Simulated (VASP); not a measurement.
Set up this calculation in VASP 6.6.1, as the native input.

- Task: single point
- Functional: PBE
- Potentials or basis: VASP PAW PBE potentials, release 64 (Li_sv, F)
- Cutoff: 520 eV
- k mesh: 9 × 9 × 6
- Occupations: gaussian, width 0.05 eV
- Spin: no spin polarisation
- Dipole correction: no
- Further INCAR settings: ALGO = Normal; EDIFF = 1e-06; NBANDS = 18

The structure of LiF lies in POSCAR:

```
LiF
1.0
    3.1599600852      0.0000000000      0.0000000000
   -1.5799800426      2.7366057088      0.0000000000
    0.0000000000      0.0000000000      4.7968194094
Li F
2 2
Direct
    0.3333333333      0.6666666667      0.4116718394
    0.6666666667      0.3333333333      0.9116718394
    0.3333333333      0.6666666667      0.9939266766
    0.6666666667      0.3333333333      0.4939266766
```

This cell differs from its parent crystal: c/a of the conventional cell at fixed volume 1.5180.

These files were run (other wordings do the same):

INCAR

```
SYSTEM = LiF
PREC = Accurate ; ENCUT = 520
EDIFF = 1E-6 ; ISMEAR = 0
SIGMA = 0.05 ; LREAL = .FALSE.
LASPH = .TRUE. ; NELM = 80
ALGO = Normal ; ISIF = 2
LWAVE = .FALSE. ; LCHARG = .TRUE.
GGA = PE ; LELF = .TRUE.
LVHAR = .TRUE. ; NBANDS = 18
```

KPOINTS

```
Automatic mesh
0
G
  9 9 6
  0 0 0
```

Potentials or basis: VASP PAW PBE potentials, release 64 (Li_sv, F).

Run with:

```sh
$ cat potpaw_PBE.64/Li_sv/POTCAR potpaw_PBE.64/F/POTCAR > POTCAR
$ mpirun -np 1 vasp_std > vasp.out
```

Results of the run:

| Item | Value |
| --- | --- |
| Largest force | 0.187 eV/Å |
| Band gap on the k mesh | 7.42 eV, direct |

Run time: 51 s on 1 thread of AMD EPYC 7R13 Processor (Zen 3), on a shared host, peak memory 0.13 GiB.
